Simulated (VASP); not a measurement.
# MnO2 (fluorite type) (Fm-3m) in VASP: a series of runs, part 2 of 2

VASP 6.6.1. Earlier steps stand in the parts before.

## Step 3: Single point, r2SCAN

Contents of POSCAR:

```
MnO2
1.0
    0.0000000000      2.2707380351      2.2707380351
    2.2707380351      0.0000000000      2.2707380351
    2.2707380351      2.2707380351      0.0000000000
Mn O
1 2
Direct
    0.0000000000      0.0000000000      0.0000000000
    0.2500000000      0.2500000000      0.2500000000
    0.7500000000      0.7500000000      0.7500000000
```

Contents of INCAR.step1:

```
ALGO = Normal ; EDIFF = 1E-4
ENCUT = 520 ; GGA = PE
ISMEAR = -1 ; LASPH = True
LCHARG = False ; LREAL = False
LWAVE = True ; NBANDS = 20
NELM = 60 ; PREC = Accurate
SIGMA = 0.1
```

Contents of INCAR.step2:

```
ALGO = Normal ; EDIFF = 1E-6
ENCUT = 520 ; ISIF = 2
ISMEAR = -1 ; ISTART = 1
LASPH = True ; LCHARG = True
LELF = True ; LMIXTAU = True
LREAL = False ; LVHAR = True
LWAVE = False ; METAGGA = R2SCAN
NBANDS = 20 ; NELM = 60
PREC = Accurate ; SIGMA = 0.1
```

Contents of KPOINTS:

```
k-points
0
Gamma
  13 13 13
```

Potentials or basis: VASP PAW PBE potentials, release 64 (Mn_pv, O).

Run with:

```console
$ cat potpaw_PBE.64/Mn_pv/POTCAR potpaw_PBE.64/O/POTCAR > POTCAR
$ cp INCAR.step1 INCAR
$ mpirun -np 1 vasp_std > vasp.out
$ cp INCAR.step2 INCAR
$ mpirun -np 1 vasp_std > vasp.out
```

Run time: 2.8 min. Hardware: 1 thread of Intel Xeon 8259CL, shared host; peak memory 0.17 GiB.

Results (log left out):

```
Free energy            : -30.1455 eV
Pressure               : 9.6 GPa
Band gap on the k mesh : zero (an odd number of electrons rules out a gap without spin polarisation)
```

Levels at points of the mesh, in eV from the Fermi level:
| k point | band 11 | band 12 | band 13 | band 14 | band 15 | band 16 |
| --- | --- | --- | --- | --- | --- | --- |
| (0.00, 0.00, 0.00) | -1.30 | -0.93 | -0.93 | 3.68 | 3.68 | 3.68 |

Caveat: the cell stands under pressure; the PAW data sets were made with another functional, which shifts forces and pressure a little; an odd number of electrons without spin polarisation forces a metal; a magnetic or distorted state may lie lower; the run has no spin polarisation, though such a crystal can be magnetic; semilocal functionals often make such compounds metallic where correlation or magnetic order opens a gap, which also shifts bond lengths. With open d or f shells a metallic result of r2SCAN can be an artefact of self-interaction; +U or a hybrid may open a gap.

## Step 4: Single point, r2SCAN

This run uses another cell than the first one, of 8.05 Å³/atom.

Contents of POSCAR:

```
MnO2
1.0
    0.0000000000      2.2943932587      2.2943932587
    2.2943932587      0.0000000000      2.2943932587
    2.2943932587      2.2943932587      0.0000000000
Mn O
1 2
Direct
    0.0000000000      0.0000000000      0.0000000000
    0.2500000000      0.2500000000      0.2500000000
    0.7500000000      0.7500000000      0.7500000000
```

Contents of INCAR.step1:

```
ALGO = Normal ; EDIFF = 1E-4
ENCUT = 520 ; GGA = PE
ISMEAR = -1 ; LASPH = T
LCHARG = F ; LREAL = F
LWAVE = T ; NBANDS = 20
NELM = 80 ; PREC = Accurate
SIGMA = 0.1
```

Contents of INCAR.step2:

```
ALGO = Normal ; EDIFF = 1E-6
ENCUT = 520 ; ISIF = 2
ISMEAR = -1 ; ISTART = 1
LASPH = T ; LCHARG = T
LELF = T ; LMIXTAU = T
LREAL = F ; LVHAR = T
LWAVE = F ; METAGGA = R2SCAN
NBANDS = 20 ; NELM = 80
PREC = Accurate ; SIGMA = 0.1
```

KPOINTS is that of step 3.

Run with:

```console
$ cat potpaw_PBE.64/Mn_pv/POTCAR potpaw_PBE.64/O/POTCAR > POTCAR
$ cp INCAR.step1 INCAR
$ mpirun -np 1 vasp_std > vasp.out
$ cp INCAR.step2 INCAR
$ mpirun -np 1 vasp_std > vasp.out
```

Wall time 2.4 min (1 thread of Intel Xeon 8259CL, shared host); peak memory 0.17 GiB.

Results (log left out):

```
Free energy            : -30.1666 eV
Pressure               : -0.7 GPa
Band gap on the k mesh : zero (an odd number of electrons rules out a gap without spin polarisation)
```

Levels at points of the mesh, in eV from the Fermi level:
| k point | band 10 | band 11 | band 12 | band 13 | band 14 | band 15 | band 16 | band 17 |
| --- | --- | --- | --- | --- | --- | --- | --- | --- |
| (0.00, 0.00, 0.00) | -1.23 | -1.23 | -0.88 | -0.88 | 3.54 | 3.54 | 3.54 | 9.07 |

Caveat: the PAW data sets were made with another functional, which shifts forces and pressure a little; an odd number of electrons without spin polarisation forces a metal; a magnetic or distorted state may lie lower; the run has no spin polarisation, though such a crystal can be magnetic; semilocal functionals often make such compounds metallic where correlation or magnetic order opens a gap, which also shifts bond lengths. Spin polarisation is off, so any magnetic state and its effect on volume and gap are missing.

## Step 5: Single point, r2SCAN

This run uses another cell than the first one, of 8.30 Å³/atom.

Contents of POSCAR:

```
MnO2
1.0
    0.0000000000      2.3175705169      2.3175705169
    2.3175705169      0.0000000000      2.3175705169
    2.3175705169      2.3175705169      0.0000000000
Mn O
1 2
Direct
    0.0000000000      0.0000000000      0.0000000000
    0.2500000000      0.2500000000      0.2500000000
    0.7500000000      0.7500000000      0.7500000000
```

Contents of INCAR.step1:

```
SYSTEM = MnO2
ALGO = Normal ; EDIFF = 1E-4
ENCUT = 520 ; GGA = PE
ISMEAR = -1 ; LASPH = .TRUE.
LCHARG = .FALSE. ; LREAL = .FALSE.
LWAVE = .TRUE. ; NBANDS = 20
NELM = 60 ; PREC = Accurate
SIGMA = 0.1
```

Contents of INCAR.step2:

```
SYSTEM = MnO2
ALGO = Normal ; EDIFF = 1E-6
ENCUT = 520 ; ISIF = 2
ISMEAR = -1 ; ISTART = 1
LASPH = .TRUE. ; LCHARG = .TRUE.
LELF = .TRUE. ; LMIXTAU = .TRUE.
LREAL = .FALSE. ; LVHAR = .TRUE.
LWAVE = .FALSE. ; METAGGA = R2SCAN
NBANDS = 20 ; NELM = 60
PREC = Accurate ; SIGMA = 0.1
```

Contents of KPOINTS:

```
k-points
0
G
  13 13 13
  0 0 0
```

Run with:

```console
$ cat potpaw_PBE.64/Mn_pv/POTCAR potpaw_PBE.64/O/POTCAR > POTCAR
$ cp INCAR.step1 INCAR
$ mpirun -np 1 vasp_std > vasp.out
$ cp INCAR.step2 INCAR
$ mpirun -np 1 vasp_std > vasp.out
```

It took 2.2 min on 1 thread of Intel Xeon 8259CL, shared host; peak memory 0.17 GiB.

The run converged. Its results:

| Property | Result |
| --- | --- |
| Free energy | -30.1443 eV |
| Pressure | -9.3 GPa |
| Band gap on the k mesh | zero (an odd number of electrons rules out a gap without spin polarisation) |

Levels at points of the mesh, in eV from the Fermi level:
| k point | band 11 | band 12 | band 13 | band 14 | band 15 | band 16 |
| --- | --- | --- | --- | --- | --- | --- |
| (0.00, 0.00, 0.00) | -1.17 | -0.84 | -0.84 | 3.41 | 3.41 | 3.41 |

Caveat: the cell stands under tension; the PAW data sets were made with another functional, which shifts forces and pressure a little; an odd number of electrons without spin polarisation forces a metal; a magnetic or distorted state may lie lower; the run has no spin polarisation, though such a crystal can be magnetic; semilocal functionals often make such compounds metallic where correlation or magnetic order opens a gap, which also shifts bond lengths. Spin polarisation is off, so any magnetic state and its effect on volume and gap are missing.

## Step 6: Single point, r2SCAN

This run uses another cell than the first one, of 8.30 Å³/atom.

POSCAR is that of step 5.

Contents of INCAR.step1:

```
ALGO     = Normal         # electronic algorithm
EDIFF    = 1E-4           # SCF threshold, eV
ENCUT    = 520            # plane-wave cutoff, eV
GGA      = PE             # functional
ISMEAR   = -1             # smearing method
LASPH    = T              # aspherical terms in the spheres
LCHARG   = F              # write CHGCAR
LREAL    = F              # projectors in reciprocal space
LWAVE    = T              # write WAVECAR
NBANDS   = 20             # bands
NELM     = 100            # most SCF steps
PREC     = Accurate       # precision mode
SIGMA    = 0.1            # smearing width, eV
```

Contents of INCAR.step2:

```
ALGO     = Normal         # electronic algorithm
EDIFF    = 1E-7           # SCF threshold, eV
ENCUT    = 520            # plane-wave cutoff, eV
ISIF     = 2              # what is computed and relaxed
ISMEAR   = -1             # smearing method
ISTART   = 1            
LASPH    = T              # aspherical terms in the spheres
LCHARG   = F              # write CHGCAR
LMIXTAU  = T            
LREAL    = F              # projectors in reciprocal space
LWAVE    = F              # write WAVECAR
METAGGA  = R2SCAN         # meta-GGA
NBANDS   = 20             # bands
NELM     = 100            # most SCF steps
PREC     = Accurate       # precision mode
SIGMA    = 0.1            # smearing width, eV
```

Contents of KPOINTS:

```
k-points
0
Gamma
  13 13 13
```

Potentials or basis: VASP PAW PBE potentials, release 64 (Mn_pv, O).

Run with:

```console
$ cat potpaw_PBE.64/Mn_pv/POTCAR potpaw_PBE.64/O/POTCAR > POTCAR
$ cp INCAR.step1 INCAR
$ mpirun -np 1 vasp_std > vasp.out
$ cp INCAR.step2 INCAR
$ mpirun -np 1 vasp_std > vasp.out
```

Wall time 2.8 min (1 thread of Intel Xeon 8259CL, shared host); peak memory 0.17 GiB.

It converged, with:

- Free energy: -30.1443 eV
- Pressure: -9.3 GPa
- Band gap on the k mesh: zero (an odd number of electrons rules out a gap without spin polarisation)

Levels at points of the mesh, in eV from the Fermi level:
```
           k point  band 9  band 10  band 11  band 12  band 13  band 14  band 15  band 16  band 17  band 18
(0.00, 0.00, 0.00)   -1.17    -1.17    -1.17    -0.84    -0.84     3.41     3.41     3.41     8.80    14.54
```

Caveat: the cell stands under tension; the PAW data sets were made with another functional, which shifts forces and pressure a little; an odd number of electrons without spin polarisation forces a metal; a magnetic or distorted state may lie lower; the run has no spin polarisation, though such a crystal can be magnetic; semilocal functionals often make such compounds metallic where correlation or magnetic order opens a gap, which also shifts bond lengths. Spin polarisation is off, so any magnetic state and its effect on volume and gap are missing.

## Step 7: The runs side by side

| cell | gap on the mesh (eV) | pressure (GPa) |
| --- | --- | --- |
| a = 3.211 Å, angles 60.0°, 3 atoms | none | 9.6 |
| a = 3.245 Å, angles 60.0°, 3 atoms | none | -0.7 |
| a = 3.278 Å, angles 60.0°, 3 atoms | none | -9.3 |

Alike in all rows: task single point; level r2SCAN; potentials or basis VASP PAW PBE potentials, release 64 (Mn_pv, O); no spin polarisation; k mesh 13 × 13 × 13; cutoff (eV) 520; smearing fermi-dirac 0.1 eV.

Caveats: the PAW data sets were made with another functional, which shifts forces and pressure a little; an odd number of electrons without spin polarisation forces a metal; a magnetic or distorted state may lie lower; the run has no spin polarisation, though such a crystal can be magnetic; semilocal functionals often make such compounds metallic where correlation or magnetic order opens a gap, which also shifts bond lengths; the cell stands under pressure (at least some runs); the cell stands under tension (at least some runs).

Total energies depend on the potentials used, so only differences within one code and one set of settings carry meaning.
